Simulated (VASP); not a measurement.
# RbCl (Fm-3m) in VASP: single point with PBEsol

Aim: the single point of RbCl with PBEsol.

Everything below comes from runs of VASP 6.6.1. Logs are shortened: lines on timing, memory, paths and dates and some standing lists are left out, and cuts for length are marked.

**1. The cell of the first run**

Symmetry: Fm-3m, No. 225, cubic system. Conventional cell: a = 6.548 Å, b = 6.548 Å, c = 6.548 Å, α = 90.00°, β = 90.00°, γ = 90.00°. Within 4.3 Å of Rb (site symmetry m-3m) lie 6 Cl at 3.27 Å. Within 4.3 Å of Cl (site symmetry m-3m) lie 6 Rb at 3.27 Å.

**2. Single point, PBEsol**

INCAR

```
SYSTEM = RbCl
  PREC = Accurate
  ENCUT = 500
  EDIFF = 1E-6
  ISMEAR = -1
  SIGMA = 0.01
  LREAL = .FALSE.
  LASPH = .TRUE.
  NELM = 120
  ALGO = Normal
  ISIF = 2
  LWAVE = .FALSE.
  LCHARG = .FALSE.
  GGA = PS
  NBANDS = 15
  GGA_COMPAT = .FALSE.
```

KPOINTS

```
regular mesh
0
G
  2 2 2
  0 0 0
```

POSCAR

```
RbCl
1.0
    4.6301350000      0.0000000000      0.0000000000
    2.3150675000      4.0098145330      0.0000000000
    2.3150675000      1.3366048443      3.7804893967
Rb Cl
1 1
Direct
    0.0000000000      0.0000000000      0.0000000000
    0.5000000000      0.5000000000      0.5000000000
```

Potentials or basis: VASP PAW PBE potentials, release 64 (Rb_sv, Cl).

Started as:

```
cat potpaw_PBE.64/Rb_sv/POTCAR potpaw_PBE.64/Cl/POTCAR > POTCAR
mpirun -np 1 vasp_std > vasp.out
```

OUTCAR:

```text
SYSTEM = RbCl
   PREC = Accurate
   ENCUT = 500
   EDIFF = 1E-6
   ISMEAR = -1
   LREAL = .FALSE.
   LASPH = .TRUE.
   NELM = 120
   ISIF = 2
   GGA = PS

 ion  position               nearest neighbor table
   1  0.000  0.000  0.000-   2 3.27   2 3.27   2 3.27   2 3.27   2 3.27   2 3.27
   2  0.500  0.500  0.500-   1 3.27   1 3.27   1 3.27   1 3.27   1 3.27   1 3.27

  LATTYP: Found a face centered cubic cell.
 ALAT       =     6.5479997127

  Lattice vectors:

 A1 = (   4.6301350000,   0.0000000000,   0.0000000000)
 A2 = (   2.3150675000,   4.0098145330,   0.0000000000)
 A3 = (   2.3150675000,   1.3366048443,   3.7804893967)

Analysis of symmetry for initial positions (statically):
=====================================================================
 Subroutine PRICEL returns:
 Original cell was already a primitive cell.

 Routine SETGRP: Setting up the symmetry group for a
 face centered cubic supercell.

 Subroutine GETGRP returns: Found 48 space group operations
 (whereof 48 operations were pure point group operations)
 out of a pool of 48 trial point group operations.

The static configuration has the point symmetry O_h .

Analysis of symmetry for dynamics (positions and initial velocities):
=====================================================================
 Subroutine PRICEL returns:
 Original cell was already a primitive cell.

 Routine SETGRP: Setting up the symmetry group for a
 face centered cubic supercell.

 Subroutine GETGRP returns: Found 48 space group operations
 (whereof 48 operations were pure point group operations)
 out of a pool of 48 trial point group operations.

The dynamic configuration has the point symmetry O_h .

 Subroutine INISYM returns: Found 48 space group operations
 (whereof 48 operations are pure point group operations),
 and found     1 'primitive' translations

----------------------------------------------------------------------------------------

                                     Primitive cell

  volume of cell :      70.1885

  direct lattice vectors                    reciprocal lattice vectors
     4.630135000  0.000000000  0.000000000     0.215976424 -0.124694047 -0.088172006
     2.315067500  4.009814533  0.000000000     0.000000000  0.249388093 -0.088172006
     2.315067500  1.336604844  3.780489397     0.000000000  0.000000000  0.264516018

  length of vectors
     4.630135000  4.630135000  4.630135000     0.264516018  0.264516018  0.264516018

  position of ions in fractional coordinates (direct lattice)
     0.000000000  0.000000000  0.000000000
     0.500000000  0.500000000  0.500000000

  ion indices of the primitive-cell ions
   primitive index   ion index
                 1           1
                 2           2

----------------------------------------------------------------------------------------

 KPOINTS: regular mesh

Automatic generation of k-mesh.
 Grid dimensions read from file:
 generate k-points for:    2    2    2

 Generating k-lattice:

  Cartesian coordinates                     Fractional coordinates (reciprocal lattice)
     0.107988212 -0.062347023 -0.044086003     0.500000000 -0.000000000 -0.000000000
     0.000000000  0.124694047 -0.044086003     0.000000000  0.500000000  0.000000000
     0.000000000  0.000000000  0.132258009     0.000000000  0.000000000  0.500000000

  Length of vectors
     0.132258009  0.132258009  0.132258009

  Shift w.r.t. Gamma in fractional coordinates (k-lattice)
     0.000000000  0.000000000  0.000000000

 Subroutine IBZKPT returns following result:
 ===========================================

 Found      3 irreducible k-points:

 Following reciprocal coordinates:
            Coordinates               Weight
  0.000000  0.000000  0.000000      1.000000
  0.500000 -0.000000 -0.000000      4.000000
  0.500000  0.500000 -0.000000      3.000000
   k-points           NKPTS =      3   k-points in BZ     NKDIM =      3   number of bands    NBANDS=     15
   number of dos      NEDOS =    301   number of ions     NIONS =      2
   total plane-waves  NPLWV =  46656
   dimension x,y,z NGX =    36 NGY =   36 NGZ =   36
   dimension x,y,z NGXF=    72 NGYF=   72 NGZF=   72
   ions per type =               1   1
   NGX,Y,Z   is equivalent  to a cutoff of  12.93, 12.93, 12.93 a.u.
   NGXF,Y,Z  is equivalent  to a cutoff of  25.85, 25.85, 25.85 a.u.
 SYSTEM =  RbCl
   PREC   = accura    normal or accurate (medium, high low for compatibility)
   ISTART =      0    job   : 0-new  1-cont  2-samecut
   ICHARG =      2    charge: 1-file 2-atom 10-const
   ISPIN  =      1    spin polarized calculation?
   LNONCOLLINEAR =      F non collinear calculations
   LSORBIT =      F    spin-orbit coupling
   LASPH  =      T    aspherical Exc in radial PAW
   ENCUT  =  500.0 eV  36.75 Ry    6.06 a.u.   8.44  8.44  8.44*2*pi/ulx,y,z
   NELM   =    120;   NELMIN=  2; NELMDL= -5     # of ELM steps
   EDIFF  = 0.1E-05   stopping-criterion for ELM
   LREAL  =      F    real-space projection
   EDIFFG = 0.1E-04   stopping-criterion for IOM
   NSW    =      0    number of steps for IOM
   IBRION =     -1    ionic relax: 0-MD 1-quasi-New 2-CG
   NFREE  =      0    steps in history (QN), initial steepest desc. (CG)
   ISIF   =      2    stress and relaxation
   ISYM   =      2    0-nonsym 1-usesym 2-fastsym
   POTIM  = 0.5000    time-step for ionic-motion
   TEBEG  =    0.0;   TEEND  =   0.0 temperature during run
   PSTRESS=    0.0 pullay stress
   NELECT =      16.0000    total number of electrons
   NUPDOWN=      -1.0000    fix difference up-down
   EMIN   =  10.00;   EMAX   =-10.00  energy-range for DOS
   EFERMI =   0.00;   METHOD = LEGACY
   ISMEAR =    -1;   SIGMA  =   0.01  broadening in eV -4-tet -1-fermi 0-gaus
   EFERMI_NEDOS =   21; number of points for ismear=-14 and -15
   IALGO  =     38    algorithm
   IMIX   =      4    mixing-type and parameters
     AMIX     =   0.40;   BMIX     =  1.00
     AMIX_MAG =   1.60;   BMIX_MAG =  1.00
  volume/ion in A,a.u.               =      35.09       236.83
  Fermi-wavevector in a.u.,A,eV,Ry     =   1.000060  1.889840 13.607466  1.000121
  Thomas-Fermi vector in A             =   2.132392
   LORBIT       =      0    0 simple, 1 ext, 2 COOP (PROOUT), +10 PAW based schemes
   GGA     = PS    functional components
   LHFCALC =     F    Hartree Fock is set to
   AEXX    =    0.0000 exact exchange contribution
   IVDW    =     0    specifies the selected vdW correction
   LEPSILON=     F    determine dielectric tensor
   LRPA    =     F    only Hartree local field effects (RPA)
 non-spin polarized calculation
  energy-cutoff  :      500.00
  volume of cell :       70.19
 maximum number of plane-waves:      1807
 NGX is ok and might be reduce to    36
   NGX = 17   NGY = 17   NGZ = 17

 number of electron      16.0000001 magnetization

 Free energy of the ion-electron system (eV)
  ---------------------------------------------------
  ext. energy  EPLUGINS =         0.00000000
  ---------------------------------------------------
  free energy    TOTEN  =        -6.84686653 eV

  energy without entropy =       -6.84686653  energy(sigma->0) =       -6.84686653

 E-fermi :  -1.5654     XC(G=0):  -7.5703

 val. band max:       -1.8430132037   @ k =   0.0000   0.0000   0.0000
 cond. band min:       3.0215237914   @ k =   0.0000   0.0000   0.0000
 fundamental gap:      4.8645369950
 Fermi energy:        -1.5654475049

 k-point     1 :       0.0000    0.0000    0.0000
  band No.  band energies     occupation
      1     -25.7490      2.00000
      2     -13.8166      2.00000
      3      -9.8075      2.00000
      4      -9.8075      2.00000
      5      -9.8075      2.00000
      6      -1.8430      2.00000
      7      -1.8430      2.00000
      8      -1.8430      2.00000
      9       3.0215      0.00000
     10       6.0304      0.00000
     11       6.0304      0.00000
     12       6.0304      0.00000
     13       7.0175      0.00000
     14       7.0175      0.00000
     15      10.1062      0.00000

 k-point     2 :       0.5000   -0.0000   -0.0000
  band No.  band energies     occupation
      1     -25.7314      2.00000
      2     -13.8878      2.00000
      3      -9.8205      2.00000
      4      -9.8205      2.00000
      5      -9.7733      2.00000
      6      -2.7627      2.00000
      7      -2.2076      2.00000
      8      -2.2076      2.00000
      9       5.7830      0.00000
     10       6.0582      0.00000
     11       8.2557      0.00000
     12       8.2557      0.00000
     13       9.4409      0.00000
     14       9.4409      0.00000
     15      10.1961      0.00000

 k-point     3 :       0.5000    0.5000   -0.0000
  band No.  band energies     occupation
      1     -25.7265      2.00000
      2     -13.7652      2.00000
      3     -10.0869      2.00000
      4      -9.9170      2.00000
      5      -9.9170      2.00000
      6      -2.1761      2.00000
      7      -1.9477      2.00000
      8      -1.9477      2.00000
      9       4.2000      0.00000
     10       6.1318      0.00000
     11       7.7883      0.00000
     12       8.1465      0.00000
     13       8.4942      0.00000
     14       9.8817      0.00000
     15       9.8817      0.00000

------------------------ aborting loop because EDIFF is reached ----------------------------------------

  FORCE on cell =-STRESS in cart. coord.  units (eV):
  Direction    XX          YY          ZZ          XY          YZ          ZX
  --------------------------------------------------------------------------------------
  -------------------------------------------------------------------------------------
  Total        0.0962265      0.0962265      0.0962265     -0.0000000     -0.0000000      0.0000000
  in kB        2.1965407      2.1965407      2.1965407     -0.0000000     -0.0000000      0.0000000
  external PRESSURE =       2.1965407 kB  Pullay stress =       0.0000000 kB

 VOLUME and BASIS-vectors are now :
 -----------------------------------------------------------------------------
  energy-cutoff  :      500.00
  volume of cell :       70.19
      direct lattice vectors                 reciprocal lattice vectors
     4.630135000  0.000000000  0.000000000     0.215976424 -0.124694047 -0.088172006
     2.315067500  4.009814533  0.000000000     0.000000000  0.249388093 -0.088172006
     2.315067500  1.336604844  3.780489397     0.000000000  0.000000000  0.264516018

 POSITION                                       TOTAL-FORCE (eV/Angst)
 -----------------------------------------------------------------------------------
      0.00000      0.00000      0.00000        -0.000000      0.000000      0.000000
      4.63014      2.67321      1.89024         0.000000     -0.000000      0.000000
 -----------------------------------------------------------------------------------
    total drift:                                0.000000      0.000000      0.000000

  FREE ENERGIE OF THE ION-ELECTRON SYSTEM (eV)
  ---------------------------------------------------
  free  energy   TOTEN  =        -6.8468665250 eV

  energy  without entropy=       -6.8468665250  energy(sigma->0) =       -6.84686653
```

It took 4.8 s on 1 thread of Intel Xeon Platinum 8559C (Emerald Rapids), shared host; peak memory 0.19 GiB.

Results:

* Free energy: -6.8469 eV
* Pressure: 0.2 GPa
* Band gap on the k mesh: 4.86 eV, direct

Caveat: the k points lie up to 0.83 Å⁻¹ apart; the PAW data sets were made with another functional, which shifts forces and pressure a little.
